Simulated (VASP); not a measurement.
**BeZn2S2O: relaxation of cell and atoms with PBE**

Crystal: BeZn2S2O.

```xyz
6
Lattice="3.7813 0.0000 0.0000 0.0000 3.7813 0.0000 0.0000 0.0000 6.3011" Properties=species:S:1:pos:R:3 pbc="T T T"
Be    0.0000    0.0000    0.0000
Zn    0.0000    1.8906    0.0000
Zn    1.8906    0.0000    0.0000
S     0.0000    0.0000    4.5382
S     0.0000    0.0000    1.7629
O     1.8906    1.8906    0.0000
```

The cell was generated, and may not be a known phase.

```json
{
  "Program": "VASP 6.6.1",
  "Task": "relaxation of cell and atoms",
  "Functional": "PBE",
  "Potentials or basis": "VASP PAW PBE potentials, release 64 (Be, Zn, S, O)",
  "Cutoff": "600 eV",
  "k mesh": "4 × 4 × 4",
  "Occupations": "gaussian, width 0.1 eV",
  "Spin": "no spin polarisation",
  "Dipole correction": "no",
  "Further INCAR settings": "ALGO = Normal; EDIFF = 1e-06; IBRION = 2; EDIFFG = -0.04; NSW = 90; ISIF = 3"
}
```

```
Relaxed volume                        : 23.22 Å³/atom
Relaxed cell                          : a = 4.336 Å, b = 4.336 Å, c = 7.409 Å, α = 90.00°, β = 90.00°, γ = 90.00°
Space group after relaxing (to 0.1 Å) : P4/mmm (No. 123)
Energy gained by relaxing             : 612.4 meV/atom
Ionic steps                           : 20
Pressure after relaxing               : 0.1 GPa
Band gap on the k mesh                : 1.48 eV (least direct gap 1.76 eV)
```

Stress tensor (GPa, compression positive):
```
 0.22  0.00  0.00
 0.00  0.22  0.00
 0.00  0.00 -0.11
```

Step by step:
```
step  energy change (eV)  largest force (eV/Å)  pressure (GPa)  volume (Å³)
   1              0.0000                1.0939           38.22        90.09
   2             -2.7530                2.8422           -7.08       144.81
   3             -3.3205                2.0279            0.26       122.54
   4             -3.3215                2.1051           -0.50       124.06
   5             -3.4632                0.5524            1.67       125.81
   6             -3.5021                0.4240            0.80       125.29
   7             -3.5629                0.2776            0.61       127.17
   8             -3.6482                0.0468            0.37       132.15
   9             -3.6484                0.7302            1.05       141.99
  10             -3.5735                1.1510           -1.91       149.21
  11             -3.6643                0.1037            0.06       144.10
  12             -3.6644                0.1264            0.10       144.02
  13             -3.6663                0.1121           -0.01       143.90
  14             -3.6688                0.0759           -0.31       143.55
  15             -3.6702                0.0403           -0.30       143.03
  16             -3.6728                0.0618           -0.23       141.46
  17             -3.6702                0.2527            0.00       138.34
  18             -3.6731                0.1075           -0.12       140.64
  19             -3.6740                0.0517           -0.02       139.95
  20             -3.6744                0.0015            0.11       139.33
```

Final structure:
```xyz
6
Lattice="4.3364 0.0000 0.0000 0.0000 4.3364 0.0000 0.0000 0.0000 7.4094" Properties=species:S:1:pos:R:3 pbc="T T T"
Be    0.0000    0.0000    0.0000
Zn    0.0000    2.1682    0.0000
Zn    2.1682    0.0000    0.0000
S     0.0000    0.0000    5.5915
S     0.0000    0.0000    1.8179
O     2.1682    2.1682    0.0000
```

Levels at points of the mesh, in eV from the valence-band top:
| k point | band 20 | band 21 | band 22 | band 23 | band 24 | band 25 |
| --- | --- | --- | --- | --- | --- | --- |
| (0.00, 0.00, 0.00) | -0.85 | -0.28 | -0.28 | 1.48 | 1.67 | 3.73 |
| (0.50, 0.00, 0.00) | -1.50 | -0.22 | 0.00 | 1.97 | 3.58 | 3.97 |
| (0.50, 0.50, 0.00) | -0.42 | -0.25 | -0.25 | 3.50 | 3.50 | 4.40 |
| (0.00, 0.00, 0.50) | -0.89 | -0.37 | -0.37 | 1.68 | 1.97 | 3.90 |
| (0.50, 0.00, 0.50) | -1.23 | -0.31 | -0.05 | 2.29 | 3.74 | 4.20 |
| (0.50, 0.50, 0.50) | -0.42 | -0.16 | -0.16 | 3.73 | 3.73 | 5.14 |

Run time: 5.6 min on 1 thread of Intel(R) Xeon(R) 6975P-C (Granite Rapids) (shared host), peak memory 0.24 GiB.

Caveat: the volume moved by over 15 % at a fixed basis, so the end points are rough. A k mesh can miss the band edges.
